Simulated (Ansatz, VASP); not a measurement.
**Two plane-wave programs on Y3Mg2I2**

```
CELL_PARAMETERS angstrom
4.76148 -0.00018 0.00482
-2.38089 4.12418 0.00708
-0.01009 -0.01973 10.98024
ATOMIC_POSITIONS crystal
Y 0.00008 0.00010 0.33107
Y 0.99982 0.99967 0.66894
Y 0.00008 0.00018 0.00002
Mg 0.33332 0.66662 0.49010
Mg 0.66656 0.33311 0.50989
I 0.33346 0.66695 0.85249
I 0.66669 0.33337 0.14750
```

Change from the starting cell: cell x1, atoms moved at random (sigma 0.1 Å) and cell strained at random (1.5 %), then relaxed without symmetry.

Alike in both runs: functional PBE; k mesh 6 × 6 × 2; occupations gaussian, width 0.2 eV; no spin polarisation.

Ansatz relaxed the structure, and its values are those at the end. VASP's run is a single point on that final structure, the one shown.

|  | VASP | Ansatz |
| --- | --- | --- |
| version | VASP 6.6.1 | Ansatz 0.2.0 |
| potentials or method | VASP PAW PBE potentials, release 64 (Y_sv, Mg, I), cutoff 520 eV | scalar-relativistic, plane waves, PAW |
| valence electrons in the cell | 51 | 87 |

```csv
,VASP,Ansatz,Ansatz less VASP
gap on the k mesh at the Fermi level (eV),none,none,-
pressure (GPa),0.0,0.0,+0.02
```

A gap of «none» marks a metal or a gap that the smearing closes. VASP's potentials hold 51 valence electrons a cell and Ansatz's 87, so a difference there can come from the potentials and not from the codes.

Spin-orbit coupling is off throughout.
